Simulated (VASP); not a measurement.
Input of a VASP 6.6.1 run:

File INCAR:

```
ALGO = Normal ; EDIFF = 1E-6
ENCUT = 500 ; GGA = PE
GGA_COMPAT = F ; ISIF = 2
ISMEAR = -1 ; LASPH = T
LCHARG = T ; LELF = T
LREAL = F ; LVHAR = T
LWAVE = F ; NBANDS = 12
NELM = 120 ; PREC = Accurate
SIGMA = 0.1
```

Contents of KPOINTS:

```
k-points
0
Gamma
  4 4 4
```

The input POSCAR:

```
Y
1.0
   -2.5323247848      0.0000000000      2.5323247848
    0.0000000000      2.5323247848      2.5323247848
   -2.5323247848      2.5323247848      0.0000000000
Y
1
Direct
    0.0000000000      0.0000000000      0.0000000000
```

Potentials or basis: VASP PAW PBE potentials, release 64 (Y_sv).

Command:

```console
$ cat potpaw_PBE.64/Y_sv/POTCAR > POTCAR
$ mpirun -np 1 vasp_std > vasp.out
```

**Question.** Predict the pressure.

**Answer.** 0.7 GPa.

Caveat: the k points lie up to 0.54 Å⁻¹ apart.
